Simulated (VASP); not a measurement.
Wanted: the native input for a VASP 6.6.1 run.

```yaml
Task: single point
Functional: PBE
Potentials_or_basis: VASP PAW PBE potentials, release 64 (Rb_sv, Si)
Cutoff: 520 eV
k_mesh: 8 × 8 × 8
Occupations: gaussian, width 0.1 eV
Spin: no spin polarisation
Dipole_correction: no
Further_INCAR_settings: ALGO = Normal; EDIFF = 1e-06; NBANDS = 26
```

The structure of RbSi6 lies in POSCAR:

```
RbSi6
1.0
   -3.4355319566      3.4355319566      3.4355319566
    3.4355319566     -3.4355319566      3.4355319566
    3.4355319566      3.4355319566     -3.4355319566
Rb Si
1 6
Direct
    0.0000000000      0.0000000000      0.0000000000
    0.7500000000      0.2500000000      0.5000000000
    0.2500000000      0.7500000000      0.5000000000
    0.5000000000      0.2500000000      0.7500000000
    0.7500000000      0.5000000000      0.2500000000
    0.5000000000      0.7500000000      0.2500000000
    0.2500000000      0.5000000000      0.7500000000
```

This cell differs from its parent crystal: volume scaled by 1.03.

One way to write it, as run:

INCAR

```
SYSTEM = RbSi6
PREC     = Accurate       ! precision mode
ENCUT    = 520            ! plane-wave cutoff, eV
EDIFF    = 1E-6           ! SCF threshold, eV
ISMEAR   = 0              ! smearing method
SIGMA    = 0.1            ! smearing width, eV
LREAL    = .FALSE.        ! projectors in reciprocal space
LASPH    = .TRUE.         ! aspherical terms in the spheres
NELM     = 100            ! most SCF steps
ALGO     = Normal         ! electronic algorithm
ISIF     = 2              ! what is computed and relaxed
LWAVE    = .FALSE.        ! write WAVECAR
LCHARG   = .FALSE.        ! write CHGCAR
GGA      = PE             ! functional
NBANDS   = 26             ! bands
```

KPOINTS

```
Automatic mesh
0
G
  8 8 8
  0 0 0
```

Potentials or basis: VASP PAW PBE potentials, release 64 (Rb_sv, Si).

Command:

```bash
$ cat potpaw_PBE.64/Rb_sv/POTCAR potpaw_PBE.64/Si/POTCAR > POTCAR
$ mpirun -np 1 vasp_std > vasp.out
```

Results of the run:

| Item | Value |
| --- | --- |
| Pressure | -1.8 GPa |

It took 4.7 min on 1 thread of AMD EPYC 7571 (shared host), peak memory 0.33 GiB.
